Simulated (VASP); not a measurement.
Ni, 2 atoms in the cell. Symmetry: I4/mmm, No. 139, tetragonal system. The conventional cell has a = 2.438 Å, b = 2.438 Å, c = 3.561 Å, α = 90.00°, β = 90.00°, γ = 90.00°. Within 3.2 Å of Ni (site symmetry 4/mmm) lie 12 Ni at 2.44 to 2.48 Å.  This cell differs from its parent crystal: biaxial strain in the a-b plane: -2.0 %.

| Item | Value |
| --- | --- |
| Program | VASP 6.6.1 |
| Task | single point |
| Functional | PBE |
| Potentials or basis | VASP PAW PBE potentials, release 64 (Ni) |
| Cutoff | 520 eV |
| k mesh | 20 × 20 × 14 |
| Occupations | gaussian, width 0.1 eV |
| Spin | collinear spin, ferromagnetic start |
| Starting moments | [0.75, 0.75] μB |
| Dipole correction | no |
| Further INCAR settings | ALGO = Normal; EDIFF = 1e-07; NBANDS = 21 |

Potentials or basis: VASP PAW PBE potentials, release 64 (Ni).

The run is started by

```console
$ cat potpaw_PBE.64/Ni/POTCAR > POTCAR
$ mpirun -np 1 vasp_std > vasp.out
```

Hardware: 1 thread of Intel(R) Xeon(R) Platinum 8488C (Sapphire Rapids), with other jobs on the host.

Problem. Estimate the wall time of this run.

Solution. Run time: 4.6 min on 1 thread of Intel(R) Xeon(R) Platinum 8488C (Sapphire Rapids) (shared host), peak memory 0.4 GiB. Counts: scf iterations 15, k points 528.
